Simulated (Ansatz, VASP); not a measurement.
One calculation of GaH6, two programs

```
Ga H
1.0
     4.18931    0.00000    0.00000
    -2.09466    3.62805    0.00000
     0.00000    0.00000    4.90595
Ga H
1 6
Direct
  0.00000 0.00000 0.50000
  0.33474 0.00000 0.07837
  0.00000 0.33474 0.07837
  0.66526 0.66526 0.07837
  0.33474 0.00000 0.92163
  0.00000 0.33474 0.92163
  0.66526 0.66526 0.92163
```

Alike in both runs: functional PBE; k mesh 6 × 6 × 4; occupations gaussian, width 0.1 eV; no spin polarisation.

Ansatz relaxed the structure, and its values are those at the end. VASP's run is a single point on that final structure, the one shown.

|  | VASP | Ansatz |
| --- | --- | --- |
| version | VASP 6.6.1 | Ansatz 0.2.0 |
| potentials or method | VASP PAW PBE potentials, release 64 (Ga_d, H), cutoff 520 eV | scalar-relativistic, plane waves, PAW |
| valence electrons in the cell | 19 | 19 |

VASP gave:

```
gap on the k mesh at the Fermi level (eV) : none
pressure (GPa)                            : -0.1
rms of the force components (eV/Å)        : 0.015
```

Task: Which values does Ansatz return?

Result: gap on the k mesh at the Fermi level (eV): none; pressure (GPa): 0.1; rms of the force components (eV/Å): 0.018.

A gap of «none» marks a metal or a gap that the smearing closes.
